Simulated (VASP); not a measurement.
# Sn (P6_3/mmc) in VASP: single point with PBE

Aim: the single point of Sn with PBE.

Everything below comes from runs of VASP 6.6.1. Logs are shortened: lines on timing, memory, paths and dates and some standing lists are left out, and cuts for length are marked.

**1. The cell of the first run**

It takes space group P6_3/mmc (No. 194, hexagonal). Conventional cell: a = 4.635 Å, b = 4.635 Å, c = 7.614 Å, α = 90.00°, β = 90.00°, γ = 120.00°. Within 3.7 Å of Sn (site symmetry 3m) lie 4 Sn at 2.84 to 2.85 Å.

This isn't the form of Sn at room conditions, which is tetragonal (white tin).

**2. Single point, PBE**

Contents of INCAR:

```
SYSTEM = Sn
PREC     = Accurate       ! precision mode
ENCUT    = 520            ! plane-wave cutoff, eV
EDIFF    = 1E-6           ! SCF threshold, eV
ISMEAR   = -1             ! smearing method
SIGMA    = 0.02           ! smearing width, eV
LREAL    = .FALSE.        ! projectors in reciprocal space
LASPH    = .TRUE.         ! aspherical terms in the spheres
NELM     = 80             ! most SCF steps
ALGO     = Normal         ! electronic algorithm
ISIF     = 2              ! what is computed and relaxed
LWAVE    = .FALSE.        ! write WAVECAR
LCHARG   = .FALSE.        ! write CHGCAR
GGA      = PE             ! functional
NBANDS   = 36             ! bands
```

Contents of KPOINTS:

```
Automatic mesh
0
G
  6 6 4
  0 0 0
```

Contents of POSCAR:

```
Sn
1.0
    4.6349415825      0.0000000000      0.0000000000
   -2.3174707912      4.0139771555      0.0000000000
    0.0000000000      0.0000000000      7.6138918509
Sn
4
Direct
    0.3333333333      0.6666666667      0.0002405548
    0.6666666667      0.3333333333      0.5002405548
    0.3333333333      0.6666666667      0.3747594452
    0.6666666667      0.3333333333      0.8747594452
```

Potentials or basis: VASP PAW PBE potentials, release 64 (Sn_d).

Command:

```sh
cat potpaw_PBE.64/Sn_d/POTCAR > POTCAR
mpirun -np 1 vasp_std > vasp.out
```

OUTCAR:

```text
SYSTEM = Sn
   PREC = Accurate
   ENCUT = 520
   EDIFF = 1E-6
   ISMEAR = -1
   LREAL = .FALSE.
   LASPH = .TRUE.
   NELM = 80
   ISIF = 2
   GGA = PE

 ion  position               nearest neighbor table
   1  0.333  0.667  0.000-   4 2.84   4 2.84   4 2.84   3 2.85
   2  0.667  0.333  0.500-   3 2.84   3 2.84   3 2.84   4 2.85
   3  0.333  0.667  0.375-   2 2.84   2 2.84   2 2.84   1 2.85
   4  0.667  0.333  0.875-   1 2.84   1 2.84   1 2.84   2 2.85

  LATTYP: Found a hexagonal cell.
 ALAT       =     4.6349415825
 C/A-ratio  =     1.6427158175

  Lattice vectors:

 A1 = (   4.6349415825,   0.0000000000,   0.0000000000)
 A2 = (  -2.3174707912,   4.0139771555,   0.0000000000)
 A3 = (   0.0000000000,   0.0000000000,   7.6138918509)

Analysis of symmetry for initial positions (statically):
=====================================================================
 Subroutine PRICEL returns:
 Original cell was already a primitive cell.

 Routine SETGRP: Setting up the symmetry group for a
 hexagonal supercell.

 Subroutine GETGRP returns: Found 24 space group operations
 (whereof  6 operations were pure point group operations)
 out of a pool of 24 trial point group operations.

The static configuration has the point symmetry C_3v.
 The point group associated with its full space group is D_6h.

Analysis of symmetry for dynamics (positions and initial velocities):
=====================================================================
 Subroutine PRICEL returns:
 Original cell was already a primitive cell.

 Routine SETGRP: Setting up the symmetry group for a
 hexagonal supercell.

 Subroutine GETGRP returns: Found 24 space group operations
 (whereof  6 operations were pure point group operations)
 out of a pool of 24 trial point group operations.

The dynamic configuration has the point symmetry C_3v.
 The point group associated with its full space group is D_6h.

 Subroutine INISYM returns: Found 24 space group operations
 (whereof  6 operations are pure point group operations),
 and found     1 'primitive' translations

----------------------------------------------------------------------------------------

                                     Primitive cell

  volume of cell :     141.6530

  direct lattice vectors                    reciprocal lattice vectors
[... 85 lines left out ...]
   ENCUT  =  520.0 eV  38.22 Ry    6.18 a.u.   8.62  8.62 14.16*2*pi/ulx,y,z
   NELM   =     80;   NELMIN=  2; NELMDL= -5     # of ELM steps
   EDIFF  = 0.1E-05   stopping-criterion for ELM
   LREAL  =      F    real-space projection
   EDIFFG = 0.1E-04   stopping-criterion for IOM
   NSW    =      0    number of steps for IOM
   IBRION =     -1    ionic relax: 0-MD 1-quasi-New 2-CG
   NFREE  =      0    steps in history (QN), initial steepest desc. (CG)
   ISIF   =      2    stress and relaxation
   ISYM   =      2    0-nonsym 1-usesym 2-fastsym
   POTIM  = 0.5000    time-step for ionic-motion
   TEBEG  =    0.0;   TEEND  =   0.0 temperature during run
   PSTRESS=    0.0 pullay stress
   NELECT =      56.0000    total number of electrons
   NUPDOWN=      -1.0000    fix difference up-down
   EMIN   =  10.00;   EMAX   =-10.00  energy-range for DOS
   EFERMI =   0.00;   METHOD = LEGACY
   ISMEAR =    -1;   SIGMA  =   0.02  broadening in eV -4-tet -1-fermi 0-gaus
   EFERMI_NEDOS =   21; number of points for ismear=-14 and -15
   IALGO  =     38    algorithm
   IMIX   =      4    mixing-type and parameters
     AMIX     =   0.40;   BMIX     =  1.00
     AMIX_MAG =   1.60;   BMIX_MAG =  1.00
  volume/ion in A,a.u.               =      35.41       238.98
  Fermi-wavevector in a.u.,A,eV,Ry     =   1.201514  2.270532 19.641863  1.443636
  Thomas-Fermi vector in A             =   2.337321
   LORBIT       =      0    0 simple, 1 ext, 2 COOP (PROOUT), +10 PAW based schemes
   GGA     = PE    functional components
   LHFCALC =     F    Hartree Fock is set to
   AEXX    =    0.0000 exact exchange contribution
   IVDW    =     0    specifies the selected vdW correction
   LEPSILON=     F    determine dielectric tensor
   LRPA    =     F    only Hartree local field effects (RPA)
 non-spin polarized calculation
  energy-cutoff  :      520.00
  volume of cell :      141.65
 maximum number of plane-waves:      3847
 NGX is ok and might be reduce to    36
   NGX = 17   NGY = 17   NGZ = 29

 number of electron      56.0000008 magnetization

 Free energy of the ion-electron system (eV)
  ---------------------------------------------------
  ext. energy  EPLUGINS =         0.00000000
  ---------------------------------------------------
  free energy    TOTEN  =       -15.27285939 eV

  energy without entropy =      -15.27204740  energy(sigma->0) =      -15.27245340

 E-fermi :   5.2114     XC(G=0):  -8.7106

 val. band max:        5.1850900760   @ k =   0.0000   0.0000   0.2500
 cond. band min:       5.2756986630   @ k =   0.0000   0.0000   0.0000
 fundamental gap:      0.0906085870
 Fermi energy:         5.2113744516

 k-point     1 :       0.0000    0.0000    0.0000
  band No.  band energies     occupation
      1     -16.3881      2.00000
      2     -16.3881      2.00000
      3     -16.3429      2.00000
      4     -16.3381      2.00000
      5     -16.3381      2.00000
      6     -16.3212      2.00000
[... 808 lines left out ...]
     35      10.4531      0.00000
     36      10.4531      0.00000

------------------------ aborting loop because EDIFF is reached ----------------------------------------

  FORCE on cell =-STRESS in cart. coord.  units (eV):
  Direction    XX          YY          ZZ          XY          YZ          ZX
  --------------------------------------------------------------------------------------
  -------------------------------------------------------------------------------------
  Total        1.4140197      1.4140197      1.1556428      0.0000000     -0.0000000      0.0000000
  in kB       15.9933773     15.9933773     13.0709854      0.0000000     -0.0000000      0.0000000
  external PRESSURE =      15.0192467 kB  Pullay stress =       0.0000000 kB

 VOLUME and BASIS-vectors are now :
 -----------------------------------------------------------------------------
  energy-cutoff  :      520.00
  volume of cell :      141.65
      direct lattice vectors                 reciprocal lattice vectors
     4.634941582  0.000000000  0.000000000     0.215752450  0.124564735  0.000000000
    -2.317470791  4.013977156  0.000000000     0.000000000  0.249129470  0.000000000
     0.000000000  0.000000000  7.613891851     0.000000000  0.000000000  0.131338876

 POSITION                                       TOTAL-FORCE (eV/Angst)
 -----------------------------------------------------------------------------------
     -0.00000      2.67598      0.00183         0.000000     -0.000000     -0.045530
      2.31747      1.33799      3.80878         0.000000      0.000000     -0.045530
     -0.00000      2.67598      2.85338        -0.000000      0.000000      0.045530
      2.31747      1.33799      6.66032         0.000000      0.000000      0.045530
 -----------------------------------------------------------------------------------
    total drift:                               -0.000000      0.000000      0.000000

  FREE ENERGIE OF THE ION-ELECTRON SYSTEM (eV)
  ---------------------------------------------------
  free  energy   TOTEN  =       -15.2728593938 eV

  energy  without entropy=      -15.2720474050  energy(sigma->0) =      -15.27245340
```

It took 2.5 min on 1 thread of Intel Xeon 8259CL, shared host; peak memory 0.29 GiB.

Results:

```yaml
Free_energy: -15.2729 eV
Pressure: 1.5 GPa
Largest_force: 0.046 eV/Å
Band_gap_on_the_k_mesh: zero (bands 28 and 29 overlap by 0.09 eV)
```

Forces on the atoms (eV/Å):
```
Sn   0.000  0.000 -0.046
Sn   0.000  0.000 -0.046
Sn   0.000  0.000  0.046
Sn   0.000  0.000  0.046
```

Stress tensor (GPa, compression positive):
```
1.60 0.00 0.00
0.00 1.60 0.00
0.00 0.00 1.31
```

Caveat: spin-orbit coupling is left out, which moves the levels of the heavy elements.

The gap in the log of VASP goes by the Fermi energy; the results here count the filled bands.